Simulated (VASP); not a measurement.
Bi6O:

```
Bi O
1.0
     6.20579    0.00000    0.00000
    -3.10289    5.37437    0.00000
     0.00000    0.00000    5.92016
Bi O
6 1
Direct
  0.36416 0.00000 0.23341
  0.00000 0.36416 0.23341
  0.63584 0.63584 0.23341
  0.00000 0.63584 0.76659
  0.63584 0.00000 0.76659
  0.36416 0.36416 0.76659
  0.00000 0.00000 0.00000
```

The cell was generated, and may not be a known phase.

```yaml
Program: VASP 6.6.1
Task: relaxation of cell and atoms
Functional: PBE
Potentials_or_basis: VASP PAW PBE potentials, release 64 (Bi_d, O)
Cutoff: 600 eV
k_mesh: 6 × 6 × 6
Occupations: gaussian, width 0.1 eV
Spin: no spin polarisation
```

At the start: pressure 0.3 GPa; volume 28.21 Å³/atom.

Problem. Where does the relaxation end?

Solution. Over 12 steps the energy falls by 5.4 meV/atom and the volume is 27.89 Å³/atom (-1.1 %); space group P-31m (No. 162, to 0.1 Å) before and after.

Step by step:
| step | energy change (eV) | largest force (eV/Å) | pressure (GPa) | volume (Å³) |
| --- | --- | --- | --- | --- |
| 1 | 0.0000 | 0.2198 | 0.25 | 197.45 |
| 2 | -0.0121 | 0.1490 | -0.32 | 198.73 |
| 3 | -0.0151 | 0.0973 | -0.75 | 199.75 |
| 4 | -0.0231 | 0.0816 | -0.60 | 198.82 |
| 5 | -0.0365 | 0.0368 | -0.07 | 196.04 |
| 6 | -0.0372 | 0.0295 | 0.10 | 195.21 |
| 7 | -0.0375 | 0.0238 | 0.03 | 195.37 |
| 8 | -0.0377 | 0.0210 | -0.04 | 195.51 |
| 9 | -0.0377 | 0.0207 | -0.05 | 195.56 |
| 10 | -0.0378 | 0.0133 | -0.05 | 195.41 |
| 11 | -0.0378 | 0.0041 | 0.09 | 195.02 |
| 12 | -0.0379 | 0.0056 | 0.04 | 195.21 |

Final structure:
```yaml
crystal:
  lattice:
    - [6.20721, 0.00000, 0.00000]
    - [-3.10361, 5.37560, 0.00000]
    - [0.00000, 0.00000, 5.85044]
  atoms:
    - { symbol: Bi, position: [0.35979, 0.00000, 0.24258] }
    - { symbol: Bi, position: [0.00000, 0.35979, 0.24258] }
    - { symbol: Bi, position: [0.64021, 0.64021, 0.24258] }
    - { symbol: Bi, position: [0.00000, 0.64021, 0.75742] }
    - { symbol: Bi, position: [0.64021, 0.00000, 0.75742] }
    - { symbol: Bi, position: [0.35979, 0.35979, 0.75742] }
    - { symbol: O, position: [0.00000, 0.00000, 0.00000] }
```
